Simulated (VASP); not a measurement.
# NaHF2 (R-3m) in VASP: notebook

Runs on NaHF2. Level: LDA. Tasks: single point, relaxation of cell and atoms.

All numbers are computed with VASP 6.6.1; they aren't measurements. Logs are shortened: lines on timing, memory, paths and dates and some standing lists are left out, and cuts for length are marked.

### 1 The cell of the first run

Symmetry: R-3m, No. 166, trigonal system. Conventional cell: a = 3.349 Å, b = 3.349 Å, c = 13.558 Å, α = 90.00°, β = 90.00°, γ = 120.00°. Na (site symmetry -3m) has 6 F at 2.24 Å and 6 H at 2.97 Å within 3.0 Å. H (site symmetry -3m) has 2 F at 1.14 Å within 1.5 Å. Within 1.5 Å of F (site symmetry 3m) lie 1 H at 1.14 Å.

### 2 Single point, LDA

INCAR reads:

```
ALGO = Normal
EDIFF = 1E-6
ENCUT = 520
GGA = CA
ISIF = 2
ISMEAR = 0
LASPH = T
LCHARG = T
LELF = T
LREAL = F
LVHAR = T
LWAVE = F
NBANDS = 19
NELM = 60
PREC = Accurate
SIGMA = 0.02
```

KPOINTS reads:

```
k-points
0
Gamma
  9 9 9
```

POSCAR reads:

```
NaHF2
1.0
    1.6746863750      0.9668806294      4.5192266119
   -1.6746863750      0.9668806294      4.5192266119
    0.0000000000     -1.9337612588      4.5192266119
Na H F
1 1 2
Direct
    0.0000000000      0.0000000000      0.0000000000
    0.5000000000      0.5000000000      0.5000000000
    0.4161556787      0.4161556787      0.4161556787
    0.5838443213      0.5838443213      0.5838443213
```

Potentials or basis: VASP PAW LDA potentials, release 64 (Na_pv, H, F).

Run with:

```bash
$ cat potpaw_LDA.64/Na_pv/POTCAR potpaw_LDA.64/H/POTCAR potpaw_LDA.64/F/POTCAR > POTCAR
$ mpirun -np 1 vasp_std > vasp.out
```

OUTCAR:

```text
EDIFF = 1E-6
   ENCUT = 520
   GGA = CA
   ISIF = 2
   ISMEAR = 0
   LASPH = T
   LREAL = F
   NELM = 60
   PREC = Accurate

 ion  position               nearest neighbor table
   1  0.000  0.000  0.000-   4 2.24   3 2.24   4 2.24   4 2.24   3 2.24   3 2.24
   2  0.500  0.500  0.500-   3 1.14   4 1.14
   3  0.416  0.416  0.416-   2 1.14   1 2.24   1 2.24   1 2.24
   4  0.584  0.584  0.584-   2 1.14   1 2.24   1 2.24   1 2.24

  LATTYP: Found a trigonal (rhomboedric) cell.
 ALAT       =     4.9155713580
 COS(alpha) =     0.7678605455

  Lattice vectors:

 A1 = (   1.6746863750,   0.9668806294,   4.5192266119)
 A2 = (  -1.6746863750,   0.9668806294,   4.5192266119)
 A3 = (   0.0000000000,  -1.9337612588,   4.5192266119)

Analysis of symmetry for initial positions (statically):
=====================================================================
 Subroutine PRICEL returns:
 Original cell was already a primitive cell.

 Routine SETGRP: Setting up the symmetry group for a
 trigonal (rhombohedral) supercell.

 Subroutine GETGRP returns: Found 12 space group operations
 (whereof 12 operations were pure point group operations)
 out of a pool of 12 trial point group operations.

The static configuration has the point symmetry D_3d.

Analysis of symmetry for dynamics (positions and initial velocities):
=====================================================================
 Subroutine PRICEL returns:
 Original cell was already a primitive cell.

 Routine SETGRP: Setting up the symmetry group for a
 trigonal (rhombohedral) supercell.

 Subroutine GETGRP returns: Found 12 space group operations
 (whereof 12 operations were pure point group operations)
 out of a pool of 12 trial point group operations.

The dynamic configuration has the point symmetry D_3d.

 Subroutine INISYM returns: Found 12 space group operations
 (whereof 12 operations are pure point group operations),
 and found     1 'primitive' translations

----------------------------------------------------------------------------------------

                                     Primitive cell

  volume of cell :      43.9058

  direct lattice vectors                    reciprocal lattice vectors
     1.674686375  0.966880629  4.519226612     0.298563365  0.172375639  0.073758933
    -1.674686375  0.966880629  4.519226612    -0.298563365  0.172375639  0.073758933
     0.000000000 -1.933761259  4.519226612     0.000000000 -0.344751279  0.073758933

  length of vectors
     4.915571358  4.915571358  4.915571358     0.352553293  0.352553293  0.352553293

  position of ions in fractional coordinates (direct lattice)
     0.000000000  0.000000000  0.000000000
     0.500000000  0.500000000  0.500000000
     0.416155679  0.416155679  0.416155679
     0.583844321  0.583844321  0.583844321

  ion indices of the primitive-cell ions
   primitive index   ion index
                 1           1
                 2           2
                 3           3
                 4           4

----------------------------------------------------------------------------------------

 KPOINTS: k-points

Automatic generation of k-mesh.
 Grid dimensions read from file:
 generate k-points for:    9    9    9

 Generating k-lattice:

  Cartesian coordinates                     Fractional coordinates (reciprocal lattice)
     0.033173707  0.019152849  0.008195437     0.111111111  0.000000000  0.000000000
    -0.033173707  0.019152849  0.008195437     0.000000000  0.111111111  0.000000000
     0.000000000 -0.038305698  0.008195437     0.000000000  0.000000000  0.111111111

  Length of vectors
     0.039172588  0.039172588  0.039172588

  Shift w.r.t. Gamma in fractional coordinates (k-lattice)
     0.000000000  0.000000000  0.000000000

 Subroutine IBZKPT returns following result:
 ===========================================

 Found     85 irreducible k-points:

 Following reciprocal coordinates:
            Coordinates               Weight
  0.000000  0.000000  0.000000      1.000000
  0.111111  0.000000 -0.000000      6.000000
  0.222222  0.000000 -0.000000      6.000000
  0.333333 -0.000000 -0.000000      6.000000
  0.444444  0.000000 -0.000000      6.000000
  0.111111  0.111111 -0.000000      6.000000
[... 16 lines left out ...]
 -0.333333  0.333333  0.000000      6.000000
  0.444444  0.444444 -0.000000      6.000000
 [... further k-points ...]
   k-points           NKPTS =     85   k-points in BZ     NKDIM =     85   number of bands    NBANDS=     19
   number of dos      NEDOS =    301   number of ions     NIONS =      4
   total plane-waves  NPLWV =  64000
   dimension x,y,z NGX =    40 NGY =   40 NGZ =   40
   dimension x,y,z NGXF=    80 NGYF=   80 NGZF=   80
   ions per type =               1   1   2
   NGX,Y,Z   is equivalent  to a cutoff of  13.53, 13.53, 13.53 a.u.
   NGXF,Y,Z  is equivalent  to a cutoff of  27.06, 27.06, 27.06 a.u.
 SYSTEM =  unknown system
   PREC   = accura    normal or accurate (medium, high low for compatibility)
   ISTART =      0    job   : 0-new  1-cont  2-samecut
   ICHARG =      2    charge: 1-file 2-atom 10-const
   ISPIN  =      1    spin polarized calculation?
   LNONCOLLINEAR =      F non collinear calculations
   LSORBIT =      F    spin-orbit coupling
   LASPH  =      T    aspherical Exc in radial PAW
   ENCUT  =  520.0 eV  38.22 Ry    6.18 a.u.   9.14  9.14  9.14*2*pi/ulx,y,z
   NELM   =     60;   NELMIN=  2; NELMDL= -5     # of ELM steps
   EDIFF  = 0.1E-05   stopping-criterion for ELM
   LREAL  =      F    real-space projection
   EDIFFG = 0.1E-04   stopping-criterion for IOM
   NSW    =      0    number of steps for IOM
   IBRION =     -1    ionic relax: 0-MD 1-quasi-New 2-CG
   NFREE  =      0    steps in history (QN), initial steepest desc. (CG)
   ISIF   =      2    stress and relaxation
   ISYM   =      2    0-nonsym 1-usesym 2-fastsym
   POTIM  = 0.5000    time-step for ionic-motion
   TEBEG  =    0.0;   TEEND  =   0.0 temperature during run
   PSTRESS=    0.0 pullay stress
   NELECT =      22.0000    total number of electrons
   NUPDOWN=      -1.0000    fix difference up-down
   EMIN   =  10.00;   EMAX   =-10.00  energy-range for DOS
   EFERMI =   0.00;   METHOD = LEGACY
   ISMEAR =     0;   SIGMA  =   0.02  broadening in eV -4-tet -1-fermi 0-gaus
   EFERMI_NEDOS =   21; number of points for ismear=-14 and -15
   IALGO  =     38    algorithm
   IMIX   =      4    mixing-type and parameters
     AMIX     =   0.40;   BMIX     =  1.00
     AMIX_MAG =   1.60;   BMIX_MAG =  1.00
  volume/ion in A,a.u.               =      10.98        74.07
  Fermi-wavevector in a.u.,A,eV,Ry     =   1.300295  2.457201 23.004275  1.690767
  Thomas-Fermi vector in A             =   2.431503
   LORBIT       =      0    0 simple, 1 ext, 2 COOP (PROOUT), +10 PAW based schemes
   GGA     = CA    functional components
   LHFCALC =     F    Hartree Fock is set to
   AEXX    =    0.0000 exact exchange contribution
   IVDW    =     0    specifies the selected vdW correction
   LEPSILON=     F    determine dielectric tensor
   LRPA    =     F    only Hartree local field effects (RPA)
 non-spin polarized calculation
 Gauss-broadening in eV      SIGMA  =   0.02
  energy-cutoff  :      520.00
  volume of cell :       43.91
 maximum number of plane-waves:      1199
 NGX is ok and might be reduce to    40
   NGX = 19   NGY = 19   NGZ = 19

 number of electron      21.9999996 magnetization

 Free energy of the ion-electron system (eV)
  ---------------------------------------------------
  ext. energy  EPLUGINS =         0.00000000
  ---------------------------------------------------
  free energy    TOTEN  =       -18.77712734 eV

  energy without entropy =      -18.77712734  energy(sigma->0) =      -18.77712734

 E-fermi :  -3.8258     XC(G=0):  -9.2303

 val. band max:       -3.9182882417   @ k =   0.4444   0.4444   0.4444
 cond. band min:       2.9470965569   @ k =   0.0000   0.0000   0.0000
 fundamental gap:      6.8653847986
 Fermi energy:        -3.8258235068

 k-point     1 :       0.0000    0.0000    0.0000
  band No.  band energies     occupation
      1     -24.1751      2.00000
      2     -23.0900      2.00000
      3     -21.9125      2.00000
      4     -21.9125      2.00000
      5     -21.5987      2.00000
      6      -9.0303      2.00000
[... 11 lines left out ...]
     18      17.8822      0.00000
     19      17.8822      0.00000

 k-point     2 :       0.1111    0.0000   -0.0000
  band No.  band energies     occupation
      1     -24.1791      2.00000
      2     -23.0598      2.00000
      3     -21.9157      2.00000
      4     -21.9002      2.00000
      5     -21.6303      2.00000
      6      -8.9785      2.00000
[... 11 lines left out ...]
     18      16.8686      0.00000
     19      17.6009      0.00000

 k-point     3 :       0.2222    0.0000   -0.0000
  band No.  band energies     occupation
      1     -24.1883      2.00000
      2     -22.9761      2.00000
      3     -21.9240      2.00000
      4     -21.8727      2.00000
      5     -21.7136      2.00000
      6      -8.8438      2.00000
[... 11 lines left out ...]
     18      15.7430      0.00000
     19      17.1494      0.00000

 k-point     4 :       0.3333   -0.0000   -0.0000
  band No.  band energies     occupation
      1     -24.1982      2.00000
      2     -22.8641      2.00000
      3     -21.9334      2.00000
      4     -21.8814      2.00000
      5     -21.7856      2.00000
      6      -8.6838      2.00000
[... 11 lines left out ...]
     18      15.8536      0.00000
     19      16.8617      0.00000

 k-point     5 :       0.4444    0.0000   -0.0000
  band No.  band energies     occupation
      1     -24.2046      2.00000
      2     -22.7739      2.00000
      3     -21.9558      2.00000
      4     -21.9395      2.00000
      5     -21.7806      2.00000
      6      -8.5745      2.00000
[... 11 lines left out ...]
     18      15.8705      0.00000
     19      16.7590      0.00000

 k-point     6 :       0.1111    0.1111   -0.0000
  band No.  band energies     occupation
      1     -24.1758      2.00000
      2     -23.0620      2.00000
      3     -21.9158      2.00000
      4     -21.9003      2.00000
      5     -21.6333      2.00000
      6      -8.9555      2.00000
[... 11 lines left out ...]
     18      16.5600      0.00000
     19      17.9748      0.00000

 k-point     7 :       0.2222    0.1111   -0.0000
  band No.  band energies     occupation
      1     -24.1747      2.00000
      2     -23.0183      2.00000
      3     -21.9241      2.00000
      4     -21.8769      2.00000
      5     -21.6868      2.00000
      6      -8.8455      2.00000
[... 11 lines left out ...]
     18      15.8355      0.00000
     19      17.0227      0.00000

 k-point     8 :       0.3333    0.1111   -0.0000
  band No.  band energies     occupation
      1     -24.1763      2.00000
      2     -22.9417      2.00000
      3     -21.9395      2.00000
      4     -21.8377      2.00000
      5     -21.7742      2.00000
      6      -8.6946      2.00000
[... 256 lines left out ...]
 k-point    20 :       0.3333    0.3333   -0.0000
  band No.  band energies     occupation
      1     -24.0785      2.00000
      2     -23.1107      2.00000
      3     -21.9336      2.00000
      4     -21.9273      2.00000
      5     -21.6162      2.00000
      6      -8.5712      2.00000
[... 11 lines left out ...]
     18      15.9720      0.00000
     19      17.0828      0.00000

 k-point    21 :       0.4444    0.3333   -0.0000
  band No.  band energies     occupation
      1     -24.0430      2.00000
      2     -23.1428      2.00000
      3     -21.9588      2.00000
      4     -21.9162      2.00000
      5     -21.5971      2.00000
      6      -8.4908      2.00000
[... 11 lines left out ...]
     18      16.3097      0.00000
     19      16.5715      0.00000

 k-point    22 :      -0.4444    0.3333    0.0000
  band No.  band energies     occupation
      1     -24.0440      2.00000
      2     -23.1192      2.00000
      3     -21.9636      2.00000
      4     -21.8944      2.00000
      5     -21.6283      2.00000
      6      -8.4498      2.00000
[... 11 lines left out ...]
     18      16.3606      0.00000
     19      17.1164      0.00000

 k-point    23 :      -0.3333    0.3333    0.0000
  band No.  band energies     occupation
      1     -24.0842      2.00000
      2     -23.0391      2.00000
      3     -21.9607      2.00000
      4     -21.8644      2.00000
      5     -21.6972      2.00000
      6      -8.4699      2.00000
[... 11 lines left out ...]
     18      16.0703      0.00000
     19      17.0035      0.00000

 k-point    24 :       0.4444    0.4444   -0.0000
  band No.  band energies     occupation
      1     -23.9893      2.00000
      2     -23.2203      2.00000
      3     -21.9642      2.00000
      4     -21.9398      2.00000
      5     -21.5412      2.00000
      6      -8.4473      2.00000
[... 11 lines left out ...]
     18      16.2011      0.00000
     19      16.8189      0.00000

 [... further k-points ...]

------------------------ aborting loop because EDIFF is reached ----------------------------------------

  FORCE on cell =-STRESS in cart. coord.  units (eV):
  Direction    XX          YY          ZZ          XY          YZ          ZX
  --------------------------------------------------------------------------------------
  -------------------------------------------------------------------------------------
  Total       -0.0917968     -0.0917968      0.1922977      0.0000000     -0.0000000      0.0000000
  in kB       -3.3497814     -3.3497814      7.0171841      0.0000000     -0.0000000      0.0000000
  external PRESSURE =       0.1058738 kB  Pullay stress =       0.0000000 kB

 VOLUME and BASIS-vectors are now :
 -----------------------------------------------------------------------------
  energy-cutoff  :      520.00
  volume of cell :       43.91
      direct lattice vectors                 reciprocal lattice vectors
     1.674686375  0.966880629  4.519226612     0.298563365  0.172375639  0.073758933
    -1.674686375  0.966880629  4.519226612    -0.298563365  0.172375639  0.073758933
     0.000000000 -1.933761259  4.519226612     0.000000000 -0.344751279  0.073758933

 POSITION                                       TOTAL-FORCE (eV/Angst)
 -----------------------------------------------------------------------------------
      0.00000      0.00000      0.00000        -0.000000     -0.000000      0.000000
      0.00000      0.00000      6.77884         0.000000     -0.000000      0.000000
      0.00000      0.00000      5.64211        -0.000000     -0.000000     -0.096239
      0.00000      0.00000      7.91557        -0.000000      0.000000      0.096239
 -----------------------------------------------------------------------------------
    total drift:                                0.000000      0.000000     -0.000000

  FREE ENERGIE OF THE ION-ELECTRON SYSTEM (eV)
  ---------------------------------------------------
  free  energy   TOTEN  =       -18.7771273401 eV

  energy  without entropy=      -18.7771273401  energy(sigma->0) =      -18.77712734
```

Wall time 2.6 min (1 thread of Intel Xeon Platinum 8375C at 2.90GHz (Ice Lake), shared host); peak memory 0.23 GiB.

Results:

```
Free energy            : -18.7771 eV
Pressure               : 0.0 GPa
Largest force          : 0.096 eV/Å
Band gap on the k mesh : 6.87 eV, indirect (least direct gap 7.06 eV)
```

Forces in eV/Å, atoms in the order of the input:
```
Na   0.000  0.000  0.000
H    0.000  0.000  0.000
F    0.000  0.000 -0.096
F    0.000  0.000  0.096
```

Stress tensor (GPa, compression positive):
```
-0.33  0.00  0.00
 0.00 -0.33  0.00
 0.00  0.00  0.70
```

Levels at points of the mesh, in eV from the valence-band top:
```csv
k point,band 9,band 10,band 11,band 12,band 13,band 14
"(0.00, 0.00, 0.00)",-0.28,-0.28,-0.20,6.87,13.26,14.62
```

A k mesh can miss the band edges. LDA gaps usually lie below the measured ones, often by a third to a half.

### 3 Relaxation of cell and atoms, LDA

This run uses another cell than the first one, of 12.05 Å³/atom, 1.098 times its volume.

INCAR reads:

```
PREC = Accurate
ENCUT = 600
EDIFF = 1E-6
ISMEAR = 0
SIGMA = 0.02
LREAL = False
LASPH = True
NELM = 100
ALGO = Normal
ISIF = 3
LWAVE = False
LCHARG = False
GGA = CA
IBRION = 2
NSW = 70
EDIFFG = -0.005
```

KPOINTS reads:

```
Automatic mesh
0
Gamma
  9 9 9
```

POSCAR reads:

```
NaHF2
1.0
    1.7376254749      1.0032185357      4.6076372526
   -1.7376254749      1.0032185357      4.6076372526
    0.0000000000     -2.0064370714      4.6076372526
Na H F
1 1 2
Direct
    0.0000000000      0.0000000000      0.0000000000
    0.5000000000      0.5000000000      0.5000000000
    0.4172624215      0.4172624215      0.4172624215
    0.5827375785      0.5827375785      0.5827375785
```

Potentials or basis: VASP PAW LDA potentials, release 64 (Na_pv, H, F).

Run with:

```bash
$ cat potpaw_LDA.64/Na_pv/POTCAR potpaw_LDA.64/H/POTCAR potpaw_LDA.64/F/POTCAR > POTCAR
$ mpirun -np 1 vasp_std > vasp.out
```

Wall time 16 min (1 thread of Intel Xeon Platinum 8375C at 2.90GHz (Ice Lake), shared host); peak memory 0.25 GiB.

The run converged. Its results:

| Quantity | Value |
| --- | --- |
| Free energy | -18.7970 eV |
| Relaxed volume | 10.87 Å³/atom |
| Relaxed cell | a = 4.924 Å, b = 4.924 Å, c = 4.924 Å, α = 39.51°, β = 39.51°, γ = 39.51° |
| Space group after relaxing (to 0.05 Å) | R-3m (No. 166) |
| Energy gained by relaxing | 14.0 meV/atom |
| Ionic steps | 13 |
| Pressure after relaxing | 0.0 GPa |
| Band gap on the k mesh | 6.90 eV, indirect (least direct gap 7.12 eV) |

Step by step:
```csv
step,energy change (eV),largest force (eV/Å),pressure (GPa),volume (Å³)
1,0.0000,0.1630,-3.24,48.19
2,-0.0308,0.2071,-2.02,46.51
3,-0.0508,0.2552,0.04,44.28
4,-0.0513,0.2613,0.46,43.87
5,-0.0450,0.5458,-0.68,43.43
6,-0.0542,0.0407,0.05,43.71
7,-0.0547,0.0377,-0.04,43.74
8,-0.0556,0.0274,-0.26,43.80
9,-0.0549,0.0012,-0.61,43.92
10,-0.0557,0.0176,-0.36,43.83
11,-0.0559,0.0643,-0.03,43.63
12,-0.0559,0.0456,-0.10,43.68
13,-0.0561,0.0007,-0.02,43.49
```

Final structure:
```
CELL_PARAMETERS angstrom
1.66421 0.96083 4.53334
-1.66421 0.96083 4.53334
0.00000 -1.92166 4.53334
ATOMIC_POSITIONS crystal
Na 0.00000 0.00000 0.00000
H 0.50000 0.50000 0.50000
F 0.41624 0.41624 0.41624
F 0.58376 0.58376 0.58376
```

Levels at points of the mesh, in eV from the valence-band top:
```tsv
k point	band 8	band 9	band 10	band 11	band 12	band 13	band 14	band 15
(0.00, 0.00, 0.00)	-0.48	-0.28	-0.28	-0.22	6.90	13.28	14.61	17.57
```
